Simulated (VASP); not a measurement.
Mo: single point with PBE

The system is Mo.

```
Mo
1.0
    -1.42221    1.73826    1.58023
     1.42221   -1.73826    1.58023
     1.42221    1.73826   -1.58023
Mo
1
Direct
  0.00000 0.00000 0.00000
```

This cell differs from its parent crystal: strain +e along x and -e along y -0.1000, strain +e along z and -e/2 along x and y +0.0000.

* Program: VASP 6.6.1
* Task: single point
* Functional: PBE
* Potentials or basis: VASP PAW PBE potentials, release 64 (Mo_sv)
* Cutoff: 520 eV
* k mesh: 20 × 20 × 20
* Occupations: gaussian, width 0.15 eV
* Spin: no spin polarisation

```yaml
Pressure: 6.4 GPa
Band_gap_on_the_k_mesh: zero (band 7 reaches 16.37 eV, above the bottom of band 8 at 11.28 eV)
```

Stress tensor (GPa, compression positive):
```
 25.76   0.00   0.00
  0.00 -10.06   0.00
  0.00   0.00   3.53
```

Levels at points of the mesh, in eV from the Fermi level:
```csv
k point,band 4,band 5,band 6,band 7,band 8,band 9,band 10,band 11
"(0.00, 0.00, 0.00)",-34.28,-7.11,-2.21,-0.74,0.09,0.24,2.67,13.52
"(0.50, 0.00, 0.00)",-34.38,-5.05,-1.76,-0.04,1.00,2.10,4.59,10.87
"(0.00, 0.50, 0.00)",-34.57,-5.33,-4.22,2.41,2.65,3.90,4.88,11.99
"(0.50, 0.50, 0.00)",-34.48,-5.18,-3.22,0.77,1.97,3.75,4.47,11.94
"(0.50, 0.50, 0.50)",-34.95,-5.49,-5.07,3.89,4.21,4.48,6.75,9.08
```

Wall time 3.3 min on 1 thread of Intel(R) Xeon(R) Platinum 8259CL CPU @ 2.50GHz (Skylake/Cascade Lake) (shared host), peak memory 0.31 GiB.

Caveat: the cell differs from its parent crystal (strain +e along x and -e along y -0.1000, strain +e along z and -e/2 along x and y +0.0000).
